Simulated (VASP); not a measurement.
A run of VASP 6.6.1 is set up as follows.

The input INCAR:

```
SYSTEM = Cs2GaPt
PREC = Accurate ; ENCUT = 520
EDIFF = 1E-6 ; ISMEAR = 0
SIGMA = 0.1 ; LREAL = .False.
LASPH = .True. ; NELM = 100
ALGO = Fast ; ISIF = 2
LWAVE = .False. ; LCHARG = .False.
GGA = PE ; NBANDS = 28
```

Contents of KPOINTS:

```
regular mesh
0
Gamma
  12 12 6
  0 0 0
```

Contents of POSCAR:

```
Cs2GaPt
1.0
    4.4716535365      0.0000000000      0.0000000000
   -2.2358267682      3.8725655595      0.0000000000
    0.0000000000      0.0000000000     10.3175145013
Cs Ga Pt
2 1 1
Direct
    0.0000000000      0.0000000000      0.6950739483
    0.0000000000      0.0000000000      0.3049260517
    0.3333333333      0.6666666667      0.0000000000
    0.3333333333      0.6666666667      0.5000000000
```

Potentials or basis: VASP PAW PBE potentials, release 64 (Cs_sv, Ga_d, Pt).

The run is started by

```console
$ cat potpaw_PBE.64/Cs_sv/POTCAR potpaw_PBE.64/Ga_d/POTCAR potpaw_PBE.64/Pt/POTCAR > POTCAR
$ mpirun -np 1 vasp_std > vasp.out
```

Task: What does it give for the pressure?

Result: 0.1 GPa.

Task: Predict the largest force.

Result: 0.039 eV/Å.

Task: What does it give for the band gap on the k mesh?

Result: Zero (an odd number of electrons rules out a gap without spin polarisation).

Forces in eV/Å, atoms in the order of the input:
```
Cs   0.000  0.000  0.039
Cs   0.000  0.000 -0.039
Ga   0.000  0.000  0.000
Pt   0.000  0.000  0.000
```

Caveat: spin-orbit coupling is left out, which moves the levels of the heavy elements.
